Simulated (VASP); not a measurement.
# Ge (Pmma) in VASP: further runs

Runs on Ge. Level: PBEsol. Tasks: single point.

Everything below comes from runs of VASP 6.6.1. Logs are shortened: lines on timing, memory, paths and dates and some standing lists are left out, and cuts for length are marked.

### Step 1. The cell of the first run

The structure is orthorhombic, space group Pmma (No. 51). The conventional cell has a = 5.039 Å, b = 2.643 Å, c = 2.765 Å, α = 90.00°, β = 90.00°, γ = 90.00°. Within 3.5 Å of Ge (site symmetry mm2) lie 8 Ge at 2.64 to 2.98 Å.

### Step 2. Single point, PBEsol (mode 1 (-8.0 1/cm) frozen in, largest displacement +0.100 Å)

The input, INCAR:

```
ALGO = Normal
EDIFF = 1E-6
ENCUT = 520
GGA = PS
ISIF = 2
ISMEAR = 0
LASPH = T
LCHARG = T
LELF = T
LREAL = F
LVHAR = T
LWAVE = F
NBANDS = 21
NELM = 60
PREC = Accurate
SIGMA = 0.15
```

The input, KPOINTS:

```
k-points
0
Gamma
  22 22 12
```

The input, POSCAR:

```
Ge
1.0
    0.0000000000      0.0000000000     -2.6427277821
    2.7652112298      0.0000000000      0.0000000000
    0.0000000000     -5.0390024825      0.0000000000
Ge
2
Direct
    0.0000000000      0.4638363974      0.0000000000
    0.0000000000      0.0361636026      0.5000000000
```

Potentials or basis: VASP PAW PBE potentials, release 64 (Ge_d).

Started as:

```console
$ cat potpaw_PBE.64/Ge_d/POTCAR > POTCAR
$ mpirun -np 1 vasp_std > vasp.out
```

OUTCAR:

```text
EDIFF = 1E-6
   ENCUT = 520
   GGA = PS
   ISIF = 2
   ISMEAR = 0
   LASPH = T
   LREAL = F
   NELM = 60
   PREC = Accurate

 ion  position               nearest neighbor table
   1  0.000  0.464  0.000-   2 2.78   2 2.78
   2  0.000  0.036  0.500-   1 2.78   1 2.78

  LATTYP: Found a simple orthorhombic cell.
 ALAT       =     2.6427277821
 B/A-ratio  =     1.0463473569
 C/A-ratio  =     1.9067429179

  Lattice vectors:

 A1 = (   0.0000000000,   0.0000000000,  -2.6427277821)
 A2 = (   2.7652112298,   0.0000000000,   0.0000000000)
 A3 = (   0.0000000000,  -5.0390024825,   0.0000000000)

Analysis of symmetry for initial positions (statically):
=====================================================================
 Subroutine PRICEL returns:
 Original cell was already a primitive cell.

 Routine SETGRP: Setting up the symmetry group for a
 simple orthorhombic supercell.

 Subroutine GETGRP returns: Found  8 space group operations
 (whereof  4 operations were pure point group operations)
 out of a pool of  8 trial point group operations.

The static configuration has the point symmetry C_2v.
 The point group associated with its full space group is D_2h.

Analysis of symmetry for dynamics (positions and initial velocities):
=====================================================================
 Subroutine PRICEL returns:
 Original cell was already a primitive cell.

 Routine SETGRP: Setting up the symmetry group for a
 simple orthorhombic supercell.

 Subroutine GETGRP returns: Found  8 space group operations
 (whereof  4 operations were pure point group operations)
 out of a pool of  8 trial point group operations.

The dynamic configuration has the point symmetry C_2v.
 The point group associated with its full space group is D_2h.

 Subroutine INISYM returns: Found  8 space group operations
 (whereof  4 operations are pure point group operations),
 and found     1 'primitive' translations

----------------------------------------------------------------------------------------

                                     Primitive cell

  volume of cell :      36.8235

  direct lattice vectors                    reciprocal lattice vectors
     0.000000000  0.000000000 -2.642727782     0.000000000  0.000000000 -0.378396900
     2.765211230  0.000000000  0.000000000     0.361636026  0.000000000  0.000000000
     0.000000000 -5.039002482  0.000000000     0.000000000 -0.198451976  0.000000000

  length of vectors
     2.642727782  2.765211230  5.039002482     0.378396900  0.361636026  0.198451976

  position of ions in fractional coordinates (direct lattice)
     0.000000000  0.463836397  0.000000000
     0.000000000  0.036163603  0.500000000

  ion indices of the primitive-cell ions
   primitive index   ion index
                 1           1
                 2           2

----------------------------------------------------------------------------------------

 KPOINTS: k-points

Automatic generation of k-mesh.
 Grid dimensions read from file:
 generate k-points for:   22   22   12

 Generating k-lattice:

  Cartesian coordinates                     Fractional coordinates (reciprocal lattice)
     0.000000000  0.000000000 -0.017199859     0.045454545  0.000000000  0.000000000
     0.016438001  0.000000000  0.000000000     0.000000000  0.045454545  0.000000000
     0.000000000 -0.016537665  0.000000000     0.000000000  0.000000000  0.083333333

  Length of vectors
     0.017199859  0.016438001  0.016537665

  Shift w.r.t. Gamma in fractional coordinates (k-lattice)
     0.000000000  0.000000000  0.000000000

 Subroutine IBZKPT returns following result:
 ===========================================

 Found   1008 irreducible k-points:

 Following reciprocal coordinates:
            Coordinates               Weight
  0.000000  0.000000  0.000000      1.000000
  0.045455  0.000000  0.000000      2.000000
  0.090909  0.000000  0.000000      2.000000
  0.136364  0.000000  0.000000      2.000000
  0.181818  0.000000  0.000000      2.000000
  0.227273  0.000000  0.000000      2.000000
[... 16 lines left out ...]
  0.454545  0.045455  0.000000      4.000000
  0.500000  0.045455  0.000000      2.000000
 [... further k-points ...]
   k-points           NKPTS =   1008   k-points in BZ     NKDIM =   1008   number of bands    NBANDS=     21
   number of dos      NEDOS =    301   number of ions     NIONS =      2
   total plane-waves  NPLWV =  19200
   dimension x,y,z NGX =    20 NGY =   24 NGZ =   40
   dimension x,y,z NGXF=    40 NGYF=   48 NGZF=   80
   ions per type =               2
   NGX,Y,Z   is equivalent  to a cutoff of  12.58, 14.43, 13.20 a.u.
   NGXF,Y,Z  is equivalent  to a cutoff of  25.16, 28.86, 26.39 a.u.
 SYSTEM =  unknown system
   PREC   = accura    normal or accurate (medium, high low for compatibility)
   ISTART =      0    job   : 0-new  1-cont  2-samecut
   ICHARG =      2    charge: 1-file 2-atom 10-const
   ISPIN  =      1    spin polarized calculation?
   LNONCOLLINEAR =      F non collinear calculations
   LSORBIT =      F    spin-orbit coupling
   LASPH  =      T    aspherical Exc in radial PAW
   ENCUT  =  520.0 eV  38.22 Ry    6.18 a.u.   4.91  5.14  9.37*2*pi/ulx,y,z
   NELM   =     60;   NELMIN=  2; NELMDL= -5     # of ELM steps
   EDIFF  = 0.1E-05   stopping-criterion for ELM
   LREAL  =      F    real-space projection
   EDIFFG = 0.1E-04   stopping-criterion for IOM
   NSW    =      0    number of steps for IOM
   IBRION =     -1    ionic relax: 0-MD 1-quasi-New 2-CG
   NFREE  =      0    steps in history (QN), initial steepest desc. (CG)
   ISIF   =      2    stress and relaxation
   ISYM   =      2    0-nonsym 1-usesym 2-fastsym
   POTIM  = 0.5000    time-step for ionic-motion
   TEBEG  =    0.0;   TEEND  =   0.0 temperature during run
   PSTRESS=    0.0 pullay stress
   NELECT =      28.0000    total number of electrons
   NUPDOWN=      -1.0000    fix difference up-down
   EMIN   =  10.00;   EMAX   =-10.00  energy-range for DOS
   EFERMI =   0.00;   METHOD = LEGACY
   ISMEAR =     0;   SIGMA  =   0.15  broadening in eV -4-tet -1-fermi 0-gaus
   EFERMI_NEDOS =   21; number of points for ismear=-14 and -15
   IALGO  =     38    algorithm
   IMIX   =      4    mixing-type and parameters
     AMIX     =   0.40;   BMIX     =  1.00
     AMIX_MAG =   1.60;   BMIX_MAG =  1.00
  volume/ion in A,a.u.               =      18.41       124.25
  Fermi-wavevector in a.u.,A,eV,Ry     =   1.494236  2.823696 30.378271  2.232740
  Thomas-Fermi vector in A             =   2.606534
   LORBIT       =      0    0 simple, 1 ext, 2 COOP (PROOUT), +10 PAW based schemes
   GGA     = PS    functional components
   LHFCALC =     F    Hartree Fock is set to
   AEXX    =    0.0000 exact exchange contribution
   IVDW    =     0    specifies the selected vdW correction
   LEPSILON=     F    determine dielectric tensor
   LRPA    =     F    only Hartree local field effects (RPA)
 non-spin polarized calculation
 Gauss-broadening in eV      SIGMA  =   0.15
  energy-cutoff  :      520.00
  volume of cell :       36.82
 maximum number of plane-waves:      1016
 NGX is ok and might be reduce to    20
   NGX =  9   NGY = 11   NGZ = 19

 number of electron      27.9999981 magnetization

 Free energy of the ion-electron system (eV)
  ---------------------------------------------------
  ext. energy  EPLUGINS =         0.00000000
  ---------------------------------------------------
  free energy    TOTEN  =        -9.50675982 eV

  energy without entropy =       -9.49780575  energy(sigma->0) =       -9.50228278

 E-fermi :   6.7756     XC(G=0): -11.5012

 val. band max:        6.7753468604   @ k =   0.4091   0.3636   0.0833
 cond. band min:       6.7757079643   @ k =   0.3182   0.3636   0.1667
 fundamental gap:      0.0003611038
 Fermi energy:         6.7755955289

 k-point     1 :       0.0000    0.0000    0.0000
  band No.  band energies     occupation
      1     -17.9660      2.00000
      2     -17.9517      2.00000
      3     -17.8812      2.00000
      4     -17.8366      2.00000
      5     -17.8270      2.00000
      6     -17.7546      2.00000
[... 13 lines left out ...]
     20      17.4007      0.00000
     21      20.0510      0.00000

 k-point     2 :       0.0455    0.0000    0.0000
  band No.  band energies     occupation
      1     -17.9612      2.00000
      2     -17.9490      2.00000
      3     -17.8809      2.00000
      4     -17.8337      2.00000
      5     -17.8268      2.00000
      6     -17.7570      2.00000
[... 13 lines left out ...]
     20      17.9629      0.00000
     21      20.1145      0.00000

 k-point     3 :       0.0909    0.0000    0.0000
  band No.  band energies     occupation
      1     -17.9473      2.00000
      2     -17.9419      2.00000
      3     -17.8801      2.00000
      4     -17.8262      2.00000
      5     -17.8245      2.00000
      6     -17.7639      2.00000
[... 13 lines left out ...]
     20      19.2498      0.00000
     21      19.9473      0.00000

 k-point     4 :       0.1364    0.0000    0.0000
  band No.  band energies     occupation
      1     -17.9324      2.00000
      2     -17.9255      2.00000
      3     -17.8788      2.00000
      4     -17.8251      2.00000
      5     -17.8082      2.00000
      6     -17.7747      2.00000
[... 13 lines left out ...]
     20      18.2898      0.00000
     21      20.0216      0.00000

 k-point     5 :       0.1818    0.0000    0.0000
  band No.  band energies     occupation
      1     -17.9226      2.00000
      2     -17.8980      2.00000
      3     -17.8766      2.00000
      4     -17.8238      2.00000
      5     -17.7886      2.00000
      6     -17.7849      2.00000
[... 13 lines left out ...]
     20      17.6284      0.00000
     21      20.4044      0.00000
[... 382 lines left out ...]
     20      19.5883      0.00000
     21      21.9579      0.00000

 k-point    22 :       0.4091    0.0455    0.0000
  band No.  band energies     occupation
      1     -17.8913      2.00000
      2     -17.8668      2.00000
      3     -17.8598      2.00000
      4     -17.8176      2.00000
      5     -17.7789      2.00000
      6     -17.7748      2.00000
[... 13 lines left out ...]
     20      20.0052      0.00000
     21      21.3793      0.00000

 k-point    23 :       0.4545    0.0455    0.0000
  band No.  band energies     occupation
      1     -17.8896      2.00000
      2     -17.8665      2.00000
      3     -17.8660      2.00000
      4     -17.8169      2.00000
      5     -17.7839      2.00000
      6     -17.7796      2.00000
[... 13 lines left out ...]
     20      20.0605      0.00000
     21      21.2905      0.00000

 k-point    24 :       0.5000    0.0455    0.0000
  band No.  band energies     occupation
      1     -17.8890      2.00000
      2     -17.8687      2.00000
      3     -17.8658      2.00000
      4     -17.8167      2.00000
      5     -17.7856      2.00000
      6     -17.7812      2.00000
[... 13 lines left out ...]
     20      19.9694      0.00000
     21      21.4330      0.00000

 [... further k-points ...]
[... 5 lines left out ...]
  --------------------------------------------------------------------------------------
  -------------------------------------------------------------------------------------
  Total        0.2478442     -0.0721881     -0.1209104      0.0000000      0.0000000      0.0000000
  in kB       10.7836047     -3.1408761     -5.2607643      0.0000000      0.0000000      0.0000000
  external PRESSURE =       0.7939881 kB  Pullay stress =       0.0000000 kB

 VOLUME and BASIS-vectors are now :
 -----------------------------------------------------------------------------
  energy-cutoff  :      520.00
  volume of cell :       36.82
      direct lattice vectors                 reciprocal lattice vectors
     0.000000000  0.000000000 -2.642727782     0.000000000  0.000000000 -0.378396900
     2.765211230  0.000000000  0.000000000     0.361636026  0.000000000  0.000000000
     0.000000000 -5.039002482  0.000000000     0.000000000 -0.198451976  0.000000000

 POSITION                                       TOTAL-FORCE (eV/Angst)
 -----------------------------------------------------------------------------------
      1.28261      0.00000      0.00000        -0.009305      0.000000      0.000000
      0.10000     -2.51950      0.00000         0.009305      0.000000      0.000000
 -----------------------------------------------------------------------------------
    total drift:                                0.000000      0.000000     -0.000000

  FREE ENERGIE OF THE ION-ELECTRON SYSTEM (eV)
  ---------------------------------------------------
  free  energy   TOTEN  =        -9.5067598181 eV

  energy  without entropy=       -9.4978057503  energy(sigma->0) =       -9.50228278
```

It took 3.5 min on 1 thread of Intel Xeon 6975P-C (Granite Rapids), shared host; peak memory 0.64 GiB.

What came out:

- Free energy: -9.5068 eV
- Pressure: 0.1 GPa
- Largest force: 0.009 eV/Å
- Band gap on the k mesh: zero (band 14 reaches 12.10 eV, above the bottom of band 15 at 4.46 eV)

Forces on the atoms (eV/Å):
```
Ge  -0.009  0.000  0.000
Ge   0.009  0.000  0.000
```

Levels at points of the mesh, in eV from the Fermi level:
| k point | band 12 | band 13 | band 14 | band 15 | band 16 | band 17 |
| --- | --- | --- | --- | --- | --- | --- |
| (0.00, 0.00, 0.00) | -8.68 | -5.91 | 5.16 | 6.96 | 7.90 | 8.04 |
| (0.50, 0.00, 0.00) | -6.14 | -4.25 | -2.60 | -2.31 | 3.14 | 8.30 |
| (0.00, 0.50, 0.00) | -8.29 | -3.42 | -2.93 | -1.51 | -0.17 | 10.59 |
| (0.50, 0.50, 0.00) | -4.18 | -2.39 | -1.65 | 0.55 | 0.72 | 1.75 |
| (0.00, 0.00, 0.50) | -11.98 | 0.23 | 0.23 | 6.49 | 6.49 | 8.32 |
| (0.50, 0.00, 0.50) | -7.91 | -4.77 | -4.77 | 3.92 | 3.92 | 8.31 |
| (0.00, 0.50, 0.50) | -8.09 | -5.67 | -5.67 | 3.71 | 3.71 | 7.79 |
| (0.50, 0.50, 0.50) | -3.62 | -2.36 | -2.36 | -1.85 | -1.85 | 3.46 |

Caveat: the cell differs from its parent crystal (mode 1 (-8.0 1/cm) frozen in, largest displacement +0.100 Å); the PAW data sets were made with another functional, which shifts forces and pressure a little.

[end of part 1 of 2]
